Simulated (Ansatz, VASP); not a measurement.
# TiSi2: VASP beside Ansatz

```
CELL_PARAMETERS angstrom
0.00000 4.11800 4.26150
2.38650 0.00000 4.26150
2.38650 4.11800 0.00000
ATOMIC_POSITIONS crystal
Ti 0.75000 0.75000 0.75000
Ti 0.50000 0.50000 0.50000
Si 0.08300 0.41700 0.08300
Si 0.41700 0.08300 0.41700
Si 0.16700 0.83300 0.16700
Si 0.83300 0.16700 0.83300
```

Alike in both runs: task relaxation of cell and atoms; functional PBE; k mesh 6 × 6 × 6; occupations fermi-dirac, width 0.1 eV; no spin polarisation.

```csv
,VASP,Ansatz
version,VASP 6.6.1,Ansatz 0.2.0
potentials or method,"VASP PAW PBE potentials, release 64 (Ti_sv, Si), cutoff 600 eV",PAW plane waves
valence electrons in the cell,40,40
```

```csv
,VASP,Ansatz,Ansatz less VASP
"gap on the k mesh at the Fermi level, each at its own relaxed structure (eV)",none,none,-
relaxed volume (Å³/atom),14.18,14.19,+0.005
relaxed cell length with the largest relative difference (Å),4.903,4.903,+0.0007
```

A gap of «none» marks a metal or a gap that the smearing closes.
